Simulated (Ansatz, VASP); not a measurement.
# Two plane-wave programs on TiC

File INCAR:

```
PREC     = Accurate       # precision mode
ENCUT    = 520            # plane-wave cutoff, eV
EDIFF    = 1E-7           # SCF threshold, eV
ISMEAR   = 0              # smearing method
SIGMA    = 0.15           # smearing width, eV
LREAL    = F              # projectors in reciprocal space
LASPH    = T              # aspherical terms in the spheres
NELM     = 60             # most SCF steps
ALGO     = Normal         # electronic algorithm
ISIF     = 2              # what is computed and relaxed
LWAVE    = F              # write WAVECAR
LCHARG   = T              # write CHGCAR
GGA      = PE             # functional
LELF     = T              # ELF
LVHAR    = T            
NBANDS   = 15             # bands
```

Contents of KPOINTS:

```
Automatic mesh
0
Gamma
  18 18 18
```

File POSCAR:

```
TiC
1.0
    0.0000000000      2.2289200000      2.2289200000
    2.2289200000      0.0000000000      2.2289200000
    2.2289200000      2.2289200000      0.0000000000
Ti C
1 1
Direct
    0.0000000000      0.0000000000      0.0000000000
    0.5000000000      0.5000000000      0.5000000000
```

Input for Ansatz:

```yaml
crystal:
  lattice:
    - [0.0, 2.22892, 2.22892]
    - [2.22892, 0.0, 2.22892]
    - [2.22892, 2.22892, 0.0]
  atoms:
    - { symbol: Ti, position: [0.0, 0.0, 0.0] }
    - { symbol: C, position: [0.5, 0.5, 0.5] }
basis:
  ecutwfc: 420
kpoints:
  mp_grid: { grid: [18, 18, 18] }
hamiltonian:
  xc: pbe
scf:
  occupations: { method: gaussian, width: 0.15 }
output:
  forces: true
  stress: true
  eigenvalues: true
```

Change from the starting cell: strain +0.030 along x and y, +0.030 along z, atoms carried along.

Alike in both runs: task single point; functional PBE; k mesh 18 × 18 × 18; occupations gaussian, width 0.15 eV; no spin polarisation.

|  | VASP | Ansatz |
| --- | --- | --- |
| version | VASP 6.6.1 | Ansatz 0.2.0 |
| potentials or method | VASP PAW PBE potentials, release 64 (Ti_sv, C), cutoff 520 eV | scalar-relativistic, plane waves, PAW |
| valence electrons in the cell | 16 | 16 |

Ansatz gave:

| Item | Value |
| --- | --- |
| gap on the k mesh at the Fermi level (eV) | none |
| pressure (GPa) | -18.0 |

**Question.** Which values does VASP return?

**Answer.** gap on the k mesh at the Fermi level (eV): none; pressure (GPa): -17.7.

A gap of «none» marks a metal or a gap that the smearing closes.
